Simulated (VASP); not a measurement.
Write the native input for VASP 6.6.1 that does the following.

* Task: single point
* Functional: PBE
* Potentials or basis: VASP PAW PBE potentials, release 64 (B, N)
* Cutoff: 600 eV
* k mesh: 7 × 7 × 3
* Occupations: fermi-dirac, width 0.01 eV
* Spin: no spin polarisation
* Dipole correction: no
* Further INCAR settings: ALGO = Normal; EDIFF = 1e-06; NBANDS = 16

The structure of BN lies in POSCAR:

```
BN
1.0
    2.4982400000      0.0000000000      0.0000000000
   -1.2491200000      2.1635390000      0.0000000000
    0.0000000000      0.0000000000      6.6357000000
B N
2 2
Direct
    0.3333333333      0.6666666667      0.2500000000
    0.6666666667      0.3733333333      0.7500000000
    0.3333333333      0.6666666667      0.7500000000
    0.6666666667      0.3333333333      0.2500000000
```

One way to write it, as run:

INCAR

```
ALGO     = Normal         # electronic algorithm
EDIFF    = 1E-6           # SCF threshold, eV
ENCUT    = 600            # plane-wave cutoff, eV
GGA      = PE             # functional
GGA_COMPAT= F            
ISIF     = 2              # what is computed and relaxed
ISMEAR   = -1             # smearing method
LASPH    = T              # aspherical terms in the spheres
LCHARG   = T              # write CHGCAR
LELF     = T              # ELF
LREAL    = F              # projectors in reciprocal space
LVHAR    = T            
LWAVE    = F              # write WAVECAR
NBANDS   = 16             # bands
NELM     = 120            # most SCF steps
PREC     = Accurate       # precision mode
SIGMA    = 0.01           # smearing width, eV
```

KPOINTS

```
k-points
0
Gamma
  7 7 3
```

Potentials or basis: VASP PAW PBE potentials, release 64 (B, N).

The run is started by

```console
$ cat potpaw_PBE.64/B/POTCAR potpaw_PBE.64/N/POTCAR > POTCAR
$ mpirun -np 1 vasp_std > vasp.out
```

Results of the run:

The pressure is 6.9 GPa, the largest force is 4.300 eV/Å and the band gap on the k mesh is 4.23 eV, indirect (least direct gap 4.38 eV).

Caveat: this functional lacks dispersion, which binds the layers, so the pressure and a relaxed spacing across them are unreliable; forces of over 1 eV/Å act on the atoms, so gaps and moduli don't describe the material at rest.

It took 37 s on 1 thread of Intel(R) Xeon(R) Platinum 8488C (Sapphire Rapids) (shared host), peak memory 0.16 GiB.
